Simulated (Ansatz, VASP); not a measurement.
Ti2Co in VASP and in Ansatz

```
Ti Co
1.0
     0.00000    3.41828    3.41828
     3.41828    0.00000    3.41828
     3.41828    3.41828    0.00000
Ti Co
4 2
Direct
  0.62500 0.62500 0.62500
  0.12500 0.62500 0.62500
  0.62500 0.62500 0.12500
  0.62500 0.12500 0.62500
  0.00000 0.00000 0.00000
  0.25000 0.25000 0.25000
```

Alike in both runs: task single point; functional PBEsol; k mesh 10 × 10 × 10; occupations gaussian, width 0.1 eV; collinear spin.

|  | VASP | Ansatz |
| --- | --- | --- |
| version | VASP 6.6.1 | Ansatz 0.2.0 |
| potentials or method | VASP PAW PBE potentials, release 64 (Ti_sv, Co), cutoff 520 eV | scalar-relativistic, plane waves, PAW |
| valence electrons in the cell | 66 | 82 |

```tsv
	VASP	Ansatz	Ansatz less VASP
gap on the k mesh at the Fermi level (eV)	none	none	-
pressure (GPa)	8.1	8.1	+0.08
net moment per atom (μB)	0.24	0.24	+0.003
size of the moment on the site where the two differ most (μB)	0.70	0.73	+0.029
```

VASP's potentials were made for PBE, not for PBEsol. Site moments also hang on the region over which each program counts them. A gap of «none» marks a metal or a gap that the smearing closes. VASP's potentials hold 66 valence electrons a cell and Ansatz's 82, so a difference there can come from the potentials and not from the codes.
